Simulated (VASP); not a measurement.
## Ni4H: single point with PBE

Ni4H, a slab with vacuum:

```
CELL_PARAMETERS angstrom
2.48794 0.00000 0.00000
-1.24397 2.15462 0.00000
0.00000 0.00000 25.09418
ATOMIC_POSITIONS crystal
Ni 0.66667 0.33333 0.33872
Ni 0.33333 0.66667 0.41967
Ni 0.00000 0.00000 0.50012
Ni 0.66667 0.33333 0.58248
H 0.33333 0.66667 0.61642
```

```
Program             : VASP 6.6.1
Task                : single point
Functional          : PBE
Potentials or basis : VASP PAW PBE potentials, release 64 (Ni, H)
Cutoff              : 520 eV
k mesh              : 12 × 12 × 1
Occupations         : gaussian, width 0.1 eV
Spin                : collinear spin, ferromagnetic start
Starting moments    : [0.76, 0.82, 0.82, 0.77, 1.0] μB
```

| Item | Value |
| --- | --- |
| Largest force | 0.194 eV/Å |
| Net moment | 2.00 μB per cell |
| Site moments | Ni +0.68, +0.60, +0.08 (each value once); H -0.00 μB |
| Valence electrons inside the program's atomic spheres | Ni 9.17, 9.30, 9.44 (each value once); H 0.56 |

Forces on the atoms (eV/Å):
```
Ni   0.000  0.000  0.189
Ni   0.000  0.000 -0.194
Ni   0.000  0.000  0.017
Ni   0.000  0.000 -0.015
H    0.000  0.000  0.004
```

Levels at points of the mesh, in eV from the Fermi level:
Spin up:
```tsv
k point	band 20	band 21	band 22	band 23	band 24	band 25
(0.00, 0.00, 0.00)	-1.02	-0.75	-0.75	-0.55	-0.55	-0.08
(0.50, 0.00, 0.00)	-0.19	-0.10	1.11	2.19	2.59	4.53
```
Spin down:
```csv
k point,band 16,band 17,band 18,band 19,band 20,band 21,band 22,band 23
"(0.00, 0.00, 0.00)",-1.34,-0.69,-0.69,-0.60,-0.60,-0.26,-0.26,-0.05
"(0.50, 0.00, 0.00)",-0.10,-0.03,0.21,0.32,0.42,0.44,1.29,2.40
```

Wall time 5.8 min on 1 thread of Intel(R) Xeon(R) 6975P-C (Granite Rapids), on a shared host, peak memory 0.39 GiB.
